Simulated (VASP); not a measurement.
# BeZn2O3 (Cmc2_1) in VASP: a series of runs

Runs on BeZn2O3. Level: PBE. Tasks: single point.

All numbers are computed with VASP 6.6.1; they aren't measurements. Logs are shortened: lines on timing, memory, paths and dates and some standing lists are left out, and cuts for length are marked.

## (1) The cell of the first run

Symmetry: Cmc2_1, No. 36, orthorhombic system. The conventional cell has a = 9.376 Å, b = 5.404 Å, c = 4.976 Å, α = 90.00°, β = 90.00°, γ = 90.00°. Be (site symmetry m) has 4 O at 1.68 to 1.71 Å within 2.2 Å. Within 2.7 Å of Zn (site symmetry 1) lie 4 O at 2.01 to 2.03 Å. O (site symmetry 1) has 1 Be at 1.68 Å and 3 Zn at 2.02 to 2.03 Å within 2.2 Å. Within 2.2 Å of O (site symmetry m) lie 2 Be at 1.69 to 1.71 Å and 2 Zn at 2.01 Å.

## (2) Single point, PBE (10.51 Å³/atom)

Contents of INCAR:

```
ALGO = Normal
EDIFF = 1E-6
ENCUT = 520
GGA = PE
ISIF = 2
ISMEAR = 0
LASPH = T
LCHARG = F
LREAL = F
LWAVE = F
NBANDS = 56
NELM = 80
PREC = Accurate
SIGMA = 0.02
```

Contents of KPOINTS:

```
k-points
0
Gamma
  6 6 6
```

Contents of POSCAR:

```
BeZn2O3
1.0
    4.6877544488     -2.7020247857      0.0000000000
    4.6877544488      2.7020247857      0.0000000000
    0.0000000000      0.0000000000      4.9762035200
Be Zn O
2 4 6
Direct
    0.8447270661      0.1552729339      0.9985286437
    0.1552729339      0.8447270661      0.4985286437
    0.4849683196      0.8348448867     -0.0002473825
    0.8348448867      0.4849683196      0.4997526175
    0.5150316804      0.1651551133      0.4997526175
    0.1651551133      0.5150316804     -0.0002473825
    0.8340269256      0.4589717026      0.0932974843
    0.5410282974      0.1659730744      0.0932974843
    0.1219740276      0.8780259724      0.1561711524
    0.4589717026      0.8340269256      0.5932974843
    0.1659730744      0.5410282974      0.5932974843
    0.8780259724      0.1219740276      0.6561711524
```

Potentials or basis: VASP PAW PBE potentials, release 64 (Be, Zn, O).

Run with:

```bash
$ cat potpaw_PBE.64/Be/POTCAR potpaw_PBE.64/Zn/POTCAR potpaw_PBE.64/O/POTCAR > POTCAR
$ mpirun -np 1 vasp_std > vasp.out
```

OUTCAR:

```text
EDIFF = 1E-6
   ENCUT = 520
   GGA = PE
   ISIF = 2
   ISMEAR = 0
   LASPH = T
   LREAL = F
   NELM = 80
   PREC = Accurate

 ion  position               nearest neighbor table
   1  0.845  0.155  0.999-   7 1.68   8 1.68   9 1.69  12 1.71
   2  0.155  0.845  0.499-  10 1.68  11 1.68  12 1.69   9 1.71
   3  0.485  0.835  1.000-   9 2.01   8 2.02   7 2.02  10 2.03   6 3.00
   4  0.835  0.485  0.500-  12 2.01  11 2.02  10 2.02   7 2.03   5 3.00
   5  0.515  0.165  0.500-  12 2.01  10 2.02  11 2.02   8 2.03   4 3.00
   6  0.165  0.515  1.000-   9 2.01   7 2.02   8 2.02  11 2.03   3 3.00
   7  0.834  0.459  0.093-   1 1.68   6 2.02   3 2.02   4 2.03
   8  0.541  0.166  0.093-   1 1.68   3 2.02   6 2.02   5 2.03
   9  0.122  0.878  0.156-   1 1.69   2 1.71   3 2.01   6 2.01
  10  0.459  0.834  0.593-   2 1.68   5 2.02   4 2.02   3 2.03
  11  0.166  0.541  0.593-   2 1.68   4 2.02   5 2.02   6 2.03
  12  0.878  0.122  0.656-   2 1.69   1 1.71   4 2.01   5 2.01

  LATTYP: Found a base centered orthorhombic cell.
 ALAT       =     5.4040495714
 B/A-ratio  =     1.7349043109
 C/A-ratio  =     0.9208286220

  Lattice vectors:

 A1 = (  -4.6877544488,  -2.7020247857,   0.0000000000)
 A2 = (   4.6877544488,  -2.7020247857,   0.0000000000)
 A3 = (   0.0000000000,   0.0000000000,   4.9762035200)

Analysis of symmetry for initial positions (statically):
=====================================================================
 Subroutine PRICEL returns:
 Original cell was already a primitive cell.

 Routine SETGRP: Setting up the symmetry group for a
 base centered orthorhombic supercell.

 Subroutine GETGRP returns: Found  4 space group operations
 (whereof  2 operations were pure point group operations)
 out of a pool of  8 trial point group operations.

The static configuration has the point symmetry C_1h.
 The point group associated with its full space group is C_2v.

Analysis of symmetry for dynamics (positions and initial velocities):
=====================================================================
 Subroutine PRICEL returns:
 Original cell was already a primitive cell.

 Routine SETGRP: Setting up the symmetry group for a
 base centered orthorhombic supercell.

 Subroutine GETGRP returns: Found  4 space group operations
 (whereof  2 operations were pure point group operations)
 out of a pool of  8 trial point group operations.
[... 131 lines left out ...]
   TEBEG  =    0.0;   TEEND  =   0.0 temperature during run
   PSTRESS=    0.0 pullay stress
   NELECT =      88.0000    total number of electrons
   NUPDOWN=      -1.0000    fix difference up-down
   EMIN   =  10.00;   EMAX   =-10.00  energy-range for DOS
   EFERMI =   0.00;   METHOD = LEGACY
   ISMEAR =     0;   SIGMA  =   0.02  broadening in eV -4-tet -1-fermi 0-gaus
   EFERMI_NEDOS =   21; number of points for ismear=-14 and -15
   IALGO  =     38    algorithm
   IMIX   =      4    mixing-type and parameters
     AMIX     =   0.40;   BMIX     =  1.00
     AMIX_MAG =   1.60;   BMIX_MAG =  1.00
  volume/ion in A,a.u.               =      10.51        70.89
  Fermi-wavevector in a.u.,A,eV,Ry     =   1.452251  2.744356 28.695127  2.109032
  Thomas-Fermi vector in A             =   2.569654
   LORBIT       =      0    0 simple, 1 ext, 2 COOP (PROOUT), +10 PAW based schemes
   GGA     = PE    functional components
   LHFCALC =     F    Hartree Fock is set to
   AEXX    =    0.0000 exact exchange contribution
   IVDW    =     0    specifies the selected vdW correction
   LEPSILON=     F    determine dielectric tensor
   LRPA    =     F    only Hartree local field effects (RPA)
 non-spin polarized calculation
 Gauss-broadening in eV      SIGMA  =   0.02
  energy-cutoff  :      520.00
  volume of cell :      126.06
 maximum number of plane-waves:      3418
   NGX = 21   NGY = 21   NGZ = 19

 number of electron      88.0000023 magnetization

 Free energy of the ion-electron system (eV)
  ---------------------------------------------------
  ext. energy  EPLUGINS =         0.00000000
  ---------------------------------------------------
  free energy    TOTEN  =       -63.83183818 eV

  energy without entropy =      -63.83183818  energy(sigma->0) =      -63.83183818

 E-fermi :   1.5032     XC(G=0): -10.9166

 val. band max:        1.3482530840   @ k =   0.0000   0.0000   0.0000
 cond. band min:       3.3191087870   @ k =   0.0000   0.0000   0.0000
 fundamental gap:      1.9708557029
 Fermi energy:         1.5031871410

 k-point     1 :       0.0000    0.0000    0.0000
  band No.  band energies     occupation
      1     -16.4723      2.00000
      2     -15.5256      2.00000
      3     -15.3182      2.00000
      4     -15.3095      2.00000
      5     -15.2990      2.00000
      6     -15.2869      2.00000
[... 1405 lines left out ...]
     55      12.5338      0.00000
     56      12.9694      0.00000

 [... further k-points ...]

------------------------ aborting loop because EDIFF is reached ----------------------------------------

  FORCE on cell =-STRESS in cart. coord.  units (eV):
  Direction    XX          YY          ZZ          XY          YZ          ZX
  --------------------------------------------------------------------------------------
  -------------------------------------------------------------------------------------
  Total       -2.7764999     -2.7773188     -2.7665985      0.0000000      0.0000000      0.0000000
  in kB      -35.2879099    -35.2983178    -35.1620674      0.0000000      0.0000000      0.0000000
  external PRESSURE =     -35.2494317 kB  Pullay stress =       0.0000000 kB

 VOLUME and BASIS-vectors are now :
 -----------------------------------------------------------------------------
  energy-cutoff  :      520.00
  volume of cell :      126.06
      direct lattice vectors                 reciprocal lattice vectors
     4.687754449 -2.702024786  0.000000000     0.106660877 -0.185046415  0.000000000
     4.687754449  2.702024786  0.000000000     0.106660877  0.185046415  0.000000000
     0.000000000  0.000000000  4.976203520     0.000000000  0.000000000  0.200956411

 POSITION                                       TOTAL-FORCE (eV/Angst)
 -----------------------------------------------------------------------------------
      4.68775     -1.86292      4.96888         0.000000     -0.000354      0.000459
      4.68775      1.86292      2.48078         0.000000      0.000354      0.000459
      6.18696      0.94538      4.97497        -0.000909      0.001553     -0.000039
      6.18696     -0.94538      2.48687        -0.000909     -0.001553     -0.000039
      3.18855     -0.94538      2.48687         0.000909     -0.001553     -0.000039
      3.18855      0.94538      4.97497         0.000909      0.001553     -0.000039
      6.06126     -1.01341      0.46427        -0.042787     -0.025045     -0.014566
      3.31425     -1.01341      0.46427         0.042787     -0.025045     -0.014566
      4.68775      2.04287      0.77714         0.000000      0.045600      0.028750
      6.06126      1.01341      2.95237        -0.042787      0.025045     -0.014566
      3.31425      1.01341      2.95237         0.042787      0.025045     -0.014566
      4.68775     -2.04287      3.26524         0.000000     -0.045600      0.028750
 -----------------------------------------------------------------------------------
    total drift:                               -0.000001      0.000000      0.001921

  FREE ENERGIE OF THE ION-ELECTRON SYSTEM (eV)
  ---------------------------------------------------
  free  energy   TOTEN  =       -63.8318381840 eV

  energy  without entropy=      -63.8318381840  energy(sigma->0) =      -63.83183818
```

stdout:

```text
POSCAR found type information on POSCAR BeZnO
 POSCAR found :  3 types and      12 ions
 scaLAPACK will be used
 LDA part: xc-table for (Slater+PW92), standard interpolation
 POSCAR, INCAR and KPOINTS ok, starting setup
 FFT: planning ... GRIDC
 FFT: planning ... GRID_SOFT
 FFT: planning ... GRID
 WAVECAR not read
 entering main loop
```

It took 3.6 min on 1 thread of Intel Xeon 6975P-C (Granite Rapids), shared host; peak memory 0.41 GiB.

What came out:

```
Free energy            : -63.8318 eV
Pressure               : -3.5 GPa
Largest force          : 0.054 eV/Å
Band gap on the k mesh : 1.97 eV
```

Forces on the atoms (eV/Å):
```
Be   0.000  0.000  0.000
Be   0.000  0.000  0.000
Zn  -0.001  0.002  0.000
Zn  -0.001 -0.002  0.000
Zn   0.001 -0.002  0.000
Zn   0.001  0.002  0.000
O   -0.043 -0.025 -0.015
O    0.043 -0.025 -0.015
O    0.000  0.046  0.029
O   -0.043  0.025 -0.015
O    0.043  0.025 -0.015
O    0.000 -0.046  0.029
```

Caveat: the cell stands under tension. A k mesh can miss the band edges.

## (3) Single point, PBE (8.98 Å³/atom)

This run uses another cell than the first one, of 8.98 Å³/atom.

Contents of INCAR:

```
PREC = Accurate ; ENCUT = 520
EDIFF = 1E-7 ; ISMEAR = 0
SIGMA = 0.02 ; LREAL = F
LASPH = T ; NELM = 80
ALGO = Normal ; ISIF = 2
LWAVE = F ; LCHARG = F
GGA = PE ; NBANDS = 56
```

Contents of KPOINTS:

```
regular mesh
0
Gamma
  6 6 6
```

Contents of POSCAR:

```
BeZn2O3
1.0
    4.4527508289     -2.5737920509      0.0000000000
    4.4527508289      2.5737920509      0.0000000000
    0.0000000000      0.0000000000      4.6988969019
Be Zn O
2 4 6
Direct
    0.8429421996      0.1570578004      0.9981996198
    0.1570578004      0.8429421996      0.4981996198
    0.4796980258      0.8377199024      0.0018246086
    0.8377199024      0.4796980258      0.5018246086
    0.5203019742      0.1622800976      0.5018246086
    0.1622800976      0.5203019742      0.0018246086
    0.8307710048      0.4613129939      0.0892946356
    0.5386870061      0.1692289952      0.0892946356
    0.1150750344      0.8849249656      0.1603618915
    0.4613129939      0.8307710048      0.5892946356
    0.1692289952      0.5386870061      0.5892946356
    0.8849249656      0.1150750344      0.6603618915
```

Potentials or basis: VASP PAW PBE potentials, release 64 (Be, Zn, O).

Run with:

```bash
$ cat potpaw_PBE.64/Be/POTCAR potpaw_PBE.64/Zn/POTCAR potpaw_PBE.64/O/POTCAR > POTCAR
$ mpirun -np 1 vasp_std > vasp.out
```

Wall time 8.1 min (1 thread of AMD EPYC 7R43 (Zen 3), shared host); peak memory 0.33 GiB.

The run converged. Its results:

```
Free energy            : -62.7116 eV
Pressure               : 26.7 GPa
Largest force          : 0.093 eV/Å
Band gap on the k mesh : 2.45 eV
```

Forces in eV/Å, atoms in the order of the input:
```
Be   0.000  0.006  0.000
Be   0.000 -0.006  0.000
Zn   0.004 -0.001  0.000
Zn   0.004  0.001  0.000
Zn  -0.004  0.001  0.000
Zn  -0.004 -0.001  0.000
O   -0.067 -0.039 -0.026
O    0.067 -0.039 -0.026
O    0.000  0.077  0.051
O   -0.067  0.039 -0.026
O    0.067  0.039 -0.026
O    0.000 -0.077  0.051
```

Stress tensor (GPa, compression positive):
```
26.72  0.00  0.00
 0.00 26.76  0.00
 0.00  0.00 26.55
```

Levels at points of the mesh, in eV from the valence-band top:
```tsv
k point	band 41	band 42	band 43	band 44	band 45	band 46	band 47	band 48
(0.00, 0.00, 0.00)	-0.54	-0.26	-0.07	0.00	2.45	6.50	7.97	8.73
(0.50, 0.00, 0.00)	-0.95	-0.86	-0.71	-0.53	5.31	5.35	7.30	8.16
(0.50, 0.50, 0.00)	-0.99	-0.97	-0.69	-0.41	5.32	5.34	6.95	8.06
(0.00, 0.00, 0.50)	-0.42	-0.42	-0.23	-0.23	5.03	5.03	8.75	8.75
(0.50, 0.00, 0.50)	-0.89	-0.89	-0.81	-0.81	6.20	6.20	6.76	6.76
(0.50, 0.50, 0.50)	-0.93	-0.93	-0.56	-0.56	6.51	6.51	6.54	6.54
```

Caveat: the cell stands under pressure. A k mesh can miss the band edges.

## (4) Single point, PBE

This run uses another cell than the first one, of 10.20 Å³/atom.

Contents of INCAR:

```
ALGO = Normal ; EDIFF = 1E-6
ENCUT = 520 ; GGA = PE
ISIF = 2 ; ISMEAR = 0
LASPH = True ; LCHARG = True
LELF = True ; LREAL = False
LVHAR = True ; LWAVE = False
NBANDS = 56 ; NELM = 100
PREC = Accurate ; SIGMA = 0.02
```

Contents of KPOINTS:

```
k-points
0
Gamma
  6 6 6
```

Contents of POSCAR:

```
BeZn2O3
1.0
    4.6431287679     -2.6767484525      0.0000000000
    4.6431287679      2.6767484525      0.0000000000
    0.0000000000      0.0000000000      4.9237591872
Be Zn O
2 4 6
Direct
    0.8445712632      0.1554287368      0.9983194122
    0.1554287368      0.8445712632      0.4983194122
    0.4842180461      0.8352313731      0.0001701993
    0.8352313731      0.4842180461      0.5001701993
    0.5157819539      0.1647686269      0.5001701993
    0.1647686269      0.5157819539      0.0001701993
    0.8336410161      0.4591551932      0.0926731635
    0.5408448068      0.1663589839      0.0926731635
    0.1209602089      0.8790397911      0.1567938620
    0.4591551932      0.8336410161      0.5926731635
    0.1663589839      0.5408448068      0.5926731635
    0.8790397911      0.1209602089      0.6567938620
```

Run with:

```bash
$ cat potpaw_PBE.64/Be/POTCAR potpaw_PBE.64/Zn/POTCAR potpaw_PBE.64/O/POTCAR > POTCAR
$ mpirun -np 1 vasp_std > vasp.out
```

It took 7 min on 1 thread of AMD EPYC 7R43 (Zen 3), shared host; peak memory 0.37 GiB.

Results (log left out):

| Quantity | Value |
| --- | --- |
| Free energy | -63.8607 eV |
| Pressure | 0.8 GPa |
| Largest force | 0.061 eV/Å |
| Band gap on the k mesh | 2.06 eV |

Forces in eV/Å, atoms in the order of the input:
```
Be   0.000 -0.001 -0.005
Be   0.000  0.001 -0.005
Zn   0.001 -0.001  0.000
Zn   0.001  0.001  0.000
Zn  -0.001  0.001  0.000
Zn  -0.001 -0.001  0.000
O   -0.044 -0.026 -0.017
O    0.044 -0.026 -0.017
O    0.000  0.047  0.039
O   -0.044  0.026 -0.017
O    0.044  0.026 -0.017
O    0.000 -0.047  0.039
```

Levels at points of the mesh, in eV from the valence-band top:
| k point | band 40 | band 41 | band 42 | band 43 | band 44 | band 45 | band 46 | band 47 | band 48 | band 49 |
| --- | --- | --- | --- | --- | --- | --- | --- | --- | --- | --- |
| (0.00, 0.00, 0.00) | -0.57 | -0.49 | -0.15 | -0.03 | 0.00 | 2.06 | 5.92 | 7.54 | 7.97 | 8.51 |
| (0.50, 0.00, 0.00) | -0.86 | -0.76 | -0.65 | -0.60 | -0.41 | 4.78 | 4.83 | 6.71 | 7.79 | 7.99 |
| (0.50, 0.50, 0.00) | -1.05 | -0.80 | -0.78 | -0.52 | -0.33 | 4.75 | 4.91 | 6.29 | 7.46 | 7.80 |
| (0.00, 0.00, 0.50) | -0.67 | -0.34 | -0.34 | -0.20 | -0.20 | 4.51 | 4.51 | 8.43 | 8.43 | 8.56 |
| (0.50, 0.00, 0.50) | -1.00 | -0.77 | -0.77 | -0.71 | -0.71 | 5.76 | 5.76 | 6.17 | 6.17 | 7.24 |
| (0.50, 0.50, 0.50) | -0.96 | -0.83 | -0.83 | -0.50 | -0.50 | 5.92 | 5.92 | 6.15 | 6.15 | 7.14 |

A k mesh can miss the band edges.

## (5) Overview

| cell | gap on the mesh (eV) | pressure (GPa) | largest force (eV/Å) |
| --- | --- | --- | --- |
| a = 5.411, b = 5.411, c = 4.976 Å, angles 90.0, 90.0, 59.9°, 12 atoms, atomic positions A | 1.97 | -3.5 | 0.05 |
| a = 5.143, b = 5.143, c = 4.699 Å, angles 90.0, 90.0, 60.1°, 12 atoms, atomic positions B | 2.45 | 26.7 | 0.09 |
| a = 5.359, b = 5.359, c = 4.924 Å, angles 90.0, 90.0, 59.9°, 12 atoms, atomic positions A | 2.06 | 0.8 | 0.06 |

Alike in all rows: task single point; level PBE; potentials or basis VASP PAW PBE potentials, release 64 (Be, Zn, O); no spin polarisation; k mesh 6 × 6 × 6; cutoff (eV) 520; smearing gaussian 0.02 eV.

Caveats: the cell stands under tension (at least some runs); the cell stands under pressure (at least some runs).

Absolute energies hang on the potentials; compare differences alone.
